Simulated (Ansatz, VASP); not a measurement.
## One calculation of GaP, two programs

```
Ga P
1.0
     0.00000    2.72525    2.72525
     2.72525    0.00000    2.72525
     2.72525    2.72525    0.00000
Ga P
1 1
Direct
  0.00000 0.00000 0.00000
  0.75000 0.75000 0.75000
```

Alike in both runs: task band structure; functional PBE; k mesh 8 × 8 × 8; occupations fermi-dirac, width 0.05 eV; no spin polarisation.

|  | VASP | Ansatz |
| --- | --- | --- |
| version | VASP 6.6.1 | Ansatz 0.2.0 |
| potentials or method | VASP PAW PBE potentials, release 64 (Ga_h, P_h) | Ansatz PAW |
| plane-wave cutoff (eV) | 900 | 420 |
| valence electrons in the cell | 18 | 18 |

```tsv
	VASP	Ansatz	Ansatz less VASP
gap on the k mesh at the Fermi level (eV)	1.64	1.64	0.000
least direct gap on the mesh (eV)	1.83	1.83	+0.001
gap along the band path (eV)	1.59	1.59	0.000
pressure (GPa)	2.5	2.5	0.00
```

Noted on Ansatz's run: the k mesh misses the band edges, so the gap on the mesh is wider than the one along the path.
